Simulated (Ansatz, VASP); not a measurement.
## BP: VASP beside Ansatz

```
B P
1.0
     0.00000    2.27386    2.27386
     2.27386    0.00000    2.27386
     2.27386    2.27386    0.00000
B P
1 1
Direct
  0.00000 0.00000 0.00000
  0.75000 0.75000 0.75000
```

Alike in both runs: functional PBE; k mesh 10 × 10 × 10; occupations gaussian, width 0.02 eV; no spin polarisation.

Ansatz relaxed the structure, and its values are those at the end. VASP's run is a single point on that final structure, the one shown.

```csv
,VASP,Ansatz
version,VASP 6.6.1,Ansatz 0.2.0
potentials or method,"VASP PAW PBE potentials, release 64 (B, P), cutoff 520 eV","scalar-relativistic, plane waves, PAW"
valence electrons in the cell,8,8
```

Ansatz gave:

```
gap on the k mesh at the Fermi level (eV) : 1.25
least direct gap on the mesh (eV)         : 3.39
pressure (GPa)                            : 0.1
```

Q: What did VASP give for the same quantities?

A: gap on the k mesh at the Fermi level (eV): 1.25; least direct gap on the mesh (eV): 3.39; pressure (GPa): -0.2.

With one functional, cell and mesh, what is left measures potentials, basis and numerics.
